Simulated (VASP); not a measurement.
# PbSe (P1) in VASP: notebook, part 2 of 2

VASP 6.6.1.

## (3) Single point, r2SCAN

Input file POSCAR:

```
PbSe
1.0
    4.3118469501      0.0361350205      0.5182722355
    0.0262134242      4.3112897383     -0.5201241701
   -0.7601738547     -3.5813327021      6.5746399759
Pb Se
2 2
Direct
    0.7418367077      1.0104324458      0.7498052709
    0.2418471651      0.0105315389      0.2498952974
    0.2430843889      0.5075195369      0.7491070125
    0.7430767383      0.5076244784      0.2492144192
```

Input file INCAR.step1:

```
SYSTEM = PbSe
  PREC = Accurate
  ENCUT = 520
  ISMEAR = 0
  SIGMA = 0.01
  LREAL = .FALSE.
  LASPH = .TRUE.
  NELM = 60
  NBANDS = 28
  GGA = PE
  ALGO = Normal
  EDIFF = 1E-4
  LWAVE = .TRUE.
  LCHARG = .FALSE.
```

Input file INCAR.step2:

```
SYSTEM = PbSe
  PREC = Accurate
  ENCUT = 520
  EDIFF = 1E-6
  ISMEAR = 0
  SIGMA = 0.01
  LREAL = .FALSE.
  LASPH = .TRUE.
  NELM = 60
  ALGO = Normal
  ISIF = 2
  LWAVE = .FALSE.
  LCHARG = .FALSE.
  METAGGA = R2SCAN
  LMIXTAU = .TRUE.
  NBANDS = 28
  ISTART = 1
```

Input file KPOINTS:

```
Automatic mesh
0
G
  6 8 4
  0 0 0
```

Potentials or basis: VASP PAW PBE potentials, release 64 (Pb_d, Se).

Started as:

```bash
> cat potpaw_PBE.64/Pb_d/POTCAR potpaw_PBE.64/Se/POTCAR > POTCAR
> cp INCAR.step1 INCAR
> mpirun -np 1 vasp_std > vasp.out
> cp INCAR.step2 INCAR
> mpirun -np 1 vasp_std > vasp.out
```

OUTCAR:

```text
SYSTEM = PbSe
   PREC = Accurate
   ENCUT = 520
   EDIFF = 1E-6
   ISMEAR = 0
   LREAL = .FALSE.
   LASPH = .TRUE.
   NELM = 60
   ISIF = 2
   METAGGA = R2SCAN
   ISTART = 1

 ion  position               nearest neighbor table
   1  0.742  0.010  0.750-   3 3.06   4 3.07   3 3.07   3 3.07   4 3.07   3 3.08
   2  0.242  0.011  0.250-   4 3.06   3 3.07   4 3.07   4 3.07   3 3.08   4 3.08
   3  0.243  0.508  0.749-   1 3.06   2 3.07   1 3.07   1 3.07   2 3.08   1 3.08
   4  0.743  0.508  0.249-   2 3.06   1 3.07   2 3.07   2 3.07   1 3.07   2 3.08

  LATTYP: Found a simple monoclinic cell.
 ALAT       =     6.1423689918
 B/A-ratio  =     0.7070615660
 C/A-ratio  =     1.2251414242
 COS(beta)  =    -0.8166927473

  Lattice vectors:

 A1 = (  -0.7339604305,   0.7299570362,   6.0545158058)
 A2 = (   4.3118469501,   0.0361350205,   0.5182722355)
 A3 = (   0.7601738547,   3.5813327021,  -6.5746399759)

Analysis of symmetry for initial positions (statically):
=====================================================================
 Subroutine PRICEL returns:
 Original cell was already a primitive cell.

 Routine SETGRP: Setting up the symmetry group for a
 simple monoclinic supercell.

 Subroutine GETGRP returns: Found  1 space group operations
 (whereof  1 operations were pure point group operations)
 out of a pool of  4 trial point group operations.

The static configuration has the point symmetry C_1 .

Analysis of symmetry for dynamics (positions and initial velocities):
=====================================================================
 Subroutine PRICEL returns:
 Original cell was already a primitive cell.

 Routine SETGRP: Setting up the symmetry group for a
 simple monoclinic supercell.

 Subroutine GETGRP returns: Found  1 space group operations
 (whereof  1 operations were pure point group operations)
 out of a pool of  4 trial point group operations.

The dynamic configuration has the point symmetry C_1 .

 Subroutine INISYM returns: Found  1 space group operations
 (whereof  1 operations are pure point group operations),
 and found     1 'primitive' translations

----------------------------------------------------------------------------------------

                                     Primitive cell

  volume of cell :     115.8462

  direct lattice vectors                    reciprocal lattice vectors
     4.311846950  0.036135020  0.518272236     0.228600024  0.001925320  0.027479980
     0.026213424  4.311289738 -0.520124170    -0.018072931  0.248111916  0.133061697
    -0.760173855 -3.581332702  6.574639976    -0.019450071  0.019476529  0.160459964

  length of vectors
     4.343033038  4.342630021  7.525270694     0.230253832  0.282119777  0.162803687

  position of ions in fractional coordinates (direct lattice)
     0.741836708  0.010432446  0.749805271
     0.241847165  0.010531539  0.249895297
     0.243084389  0.507519537  0.749107012
     0.743076738  0.507624478  0.249214419

  ion indices of the primitive-cell ions
   primitive index   ion index
                 1           1
                 2           2
                 3           3
                 4           4

----------------------------------------------------------------------------------------
[... 41 lines left out ...]

 Found    100 irreducible k-points:

 Following reciprocal coordinates:
            Coordinates               Weight
  0.000000  0.000000  0.000000      1.000000
  0.166667 -0.000000  0.000000      2.000000
  0.333333  0.000000  0.000000      2.000000
  0.500000  0.000000  0.000000      1.000000
  0.000000  0.125000  0.000000      2.000000
  0.166667  0.125000  0.000000      2.000000
[... 16 lines left out ...]
  0.000000  0.500000  0.000000      1.000000
  0.166667  0.500000  0.000000      2.000000
 [... further k-points ...]
   k-points           NKPTS =    100   k-points in BZ     NKDIM =    100   number of bands    NBANDS=     28
   number of dos      NEDOS =    301   number of ions     NIONS =      4
   total plane-waves  NPLWV =  57344
   dimension x,y,z NGX =    32 NGY =   32 NGZ =   56
   dimension x,y,z NGXF=    64 NGYF=   64 NGZF=  112
   ions per type =               2   2
   NGX,Y,Z   is equivalent  to a cutoff of  12.25, 12.25, 12.37 a.u.
   NGXF,Y,Z  is equivalent  to a cutoff of  24.50, 24.50, 24.74 a.u.
 SYSTEM =  PbSe
   PREC   = accura    normal or accurate (medium, high low for compatibility)
   ISTART =      1    job   : 0-new  1-cont  2-samecut
   ICHARG =      0    charge: 1-file 2-atom 10-const
   ISPIN  =      1    spin polarized calculation?
   LNONCOLLINEAR =      F non collinear calculations
   LSORBIT =      F    spin-orbit coupling
   LASPH  =      T    aspherical Exc in radial PAW
   ENCUT  =  520.0 eV  38.22 Ry    6.18 a.u.   8.08  8.07 13.99*2*pi/ulx,y,z
   NELM   =     60;   NELMIN=  2; NELMDL=  0     # of ELM steps
   EDIFF  = 0.1E-05   stopping-criterion for ELM
   LREAL  =      F    real-space projection
   EDIFFG = 0.1E-04   stopping-criterion for IOM
   NSW    =      0    number of steps for IOM
   IBRION =     -1    ionic relax: 0-MD 1-quasi-New 2-CG
   NFREE  =      0    steps in history (QN), initial steepest desc. (CG)
   ISIF   =      2    stress and relaxation
   ISYM   =      2    0-nonsym 1-usesym 2-fastsym
   POTIM  = 0.5000    time-step for ionic-motion
   TEBEG  =    0.0;   TEEND  =   0.0 temperature during run
   PSTRESS=    0.0 pullay stress
   NELECT =      40.0000    total number of electrons
   NUPDOWN=      -1.0000    fix difference up-down
   EMIN   =  10.00;   EMAX   =-10.00  energy-range for DOS
   EFERMI =   0.00;   METHOD = LEGACY
   ISMEAR =     0;   SIGMA  =   0.01  broadening in eV -4-tet -1-fermi 0-gaus
   EFERMI_NEDOS =   21; number of points for ismear=-14 and -15
   IALGO  =     38    algorithm
   IMIX   =      4    mixing-type and parameters
     AMIX     =   0.40;   BMIX     =  1.00
     AMIX_MAG =   1.60;   BMIX_MAG =  1.00
  volume/ion in A,a.u.               =      28.96       195.44
  Fermi-wavevector in a.u.,A,eV,Ry     =   1.148509  2.170367 17.947064  1.319072
  Thomas-Fermi vector in A             =   2.285183
   LORBIT       =      0    0 simple, 1 ext, 2 COOP (PROOUT), +10 PAW based schemes
   METAGGA = R2SCAN    functional components
   LHFCALC =     F    Hartree Fock is set to
   AEXX    =    0.0000 exact exchange contribution
   IVDW    =     0    specifies the selected vdW correction
   LEPSILON=     F    determine dielectric tensor
   LRPA    =     F    only Hartree local field effects (RPA)
 non-spin polarized calculation
 Gauss-broadening in eV      SIGMA  =   0.01
  energy-cutoff  :      520.00
  volume of cell :      115.85
 maximum number of plane-waves:      3176
   NGX = 17   NGY = 17   NGZ = 27

 number of electron      39.9999999 magnetization

 Free energy of the ion-electron system (eV)
  ---------------------------------------------------
  ext. energy  EPLUGINS =         0.00000000
  ---------------------------------------------------
  free energy    TOTEN  =      -143.87176587 eV

  energy without entropy =     -143.87176587  energy(sigma->0) =     -143.87176587

 E-fermi :   4.8629     XC(G=0): -10.0182

 val. band max:        4.7878805514   @ k =   0.0000   0.5000   0.0000
 cond. band min:       5.3971764049   @ k =   0.0000   0.5000   0.0000
 fundamental gap:      0.6092958535
 Fermi energy:         4.8629143910

 k-point     1 :       0.0000    0.0000    0.0000
  band No.  band energies     occupation
      1     -12.7890      2.00000
      2     -12.6756      2.00000
      3     -12.6589      2.00000
      4     -12.6586      2.00000
      5     -12.6584      2.00000
      6     -12.6550      2.00000
[... 733 lines left out ...]
     27      13.1789      0.00000
     28      13.1832      0.00000

 [... further k-points ...]

------------------------ aborting loop because EDIFF is reached ----------------------------------------

  FORCE on cell =-STRESS in cart. coord.  units (eV):
  Direction    XX          YY          ZZ          XY          YZ          ZX
  --------------------------------------------------------------------------------------
  -------------------------------------------------------------------------------------
  Total        0.6876730      0.6979763      0.6709008     -0.0006942      0.0078284      0.0019511
  in kB        9.5106635      9.6531612      9.2787000     -0.0096013      0.1082690      0.0269838
  external PRESSURE =       9.4808416 kB  Pullay stress =       0.0000000 kB

 VOLUME and BASIS-vectors are now :
 -----------------------------------------------------------------------------
  energy-cutoff  :      520.00
  volume of cell :      115.85
      direct lattice vectors                 reciprocal lattice vectors
     4.311846950  0.036135020  0.518272236     0.228600024  0.001925320  0.027479980
     0.026213424  4.311289738 -0.520124170    -0.018072931  0.248111916  0.133061697
    -0.760173855 -3.581332702  6.574639976    -0.019450071  0.019476529  0.160459964

 POSITION                                       TOTAL-FORCE (eV/Angst)
 -----------------------------------------------------------------------------------
      2.62898     -2.61352      5.30875         0.001994     -0.002968     -0.000478
      0.85312     -0.84081      1.76284         0.002057     -0.003150     -0.001529
      0.49199     -0.48595      4.78712        -0.002129      0.003119      0.001590
      3.02789      1.32285      1.75958        -0.001922      0.002999      0.000417
 -----------------------------------------------------------------------------------
    total drift:                                0.000010      0.000467     -0.000274

  FREE ENERGIE OF THE ION-ELECTRON SYSTEM (eV)
  ---------------------------------------------------
  free  energy   TOTEN  =      -143.8717658654 eV

  energy  without entropy=     -143.8717658654  energy(sigma->0) =     -143.87176587
```

It took 6.1 min on 1 thread of Intel Xeon 6975P-C (Granite Rapids), shared host; peak memory 0.43 GiB.

Results:

| Property | Result |
| --- | --- |
| Free energy | -143.8718 eV |
| Pressure | 0.9 GPa |
| Largest force | 0.004 eV/Å |
| Band gap on the k mesh | 0.61 eV |

Forces on the atoms (eV/Å):
```
Pb   0.002 -0.003  0.000
Pb   0.002 -0.003 -0.002
Se  -0.002  0.003  0.002
Se  -0.002  0.003  0.000
```

Levels at points of the mesh, in eV from the valence-band top:
| k point | band 16 | band 17 | band 18 | band 19 | band 20 | band 21 | band 22 | band 23 | band 24 | band 25 |
| --- | --- | --- | --- | --- | --- | --- | --- | --- | --- | --- |
| (0.00, 0.00, 0.00) | -3.32 | -3.32 | -1.98 | -1.98 | -1.97 | 4.07 | 5.02 | 5.02 | 5.02 | 5.96 |
| (0.50, 0.00, 0.00) | -3.59 | -1.70 | -1.70 | -0.76 | -0.76 | 1.66 | 1.66 | 2.41 | 2.41 | 4.77 |
| (0.00, 0.50, 0.00) | -1.57 | -1.56 | -1.56 | -0.01 | 0.00 | 0.61 | 0.61 | 1.94 | 1.94 | 1.94 |
| (0.50, 0.50, 0.00) | -4.31 | -4.31 | -4.31 | -0.86 | -0.86 | 2.18 | 2.18 | 5.30 | 5.30 | 5.30 |
| (0.00, 0.00, 0.50) | -2.69 | -2.69 | -2.69 | -1.66 | -1.66 | 2.66 | 2.66 | 4.93 | 4.94 | 5.08 |
| (0.50, 0.00, 0.50) | -1.57 | -1.56 | -1.56 | 0.00 | 0.00 | 0.61 | 0.61 | 1.94 | 1.94 | 1.94 |
| (0.00, 0.50, 0.50) | -3.59 | -1.70 | -1.70 | -0.76 | -0.76 | 1.66 | 1.66 | 2.41 | 2.41 | 4.77 |
| (0.50, 0.50, 0.50) | -5.06 | -3.33 | -3.33 | -3.32 | -3.32 | 4.07 | 4.07 | 5.96 | 5.96 | 5.96 |

Caveat: the PAW data sets were made with another functional, which shifts forces and pressure a little; spin-orbit coupling is left out, which moves the levels of the heavy elements.
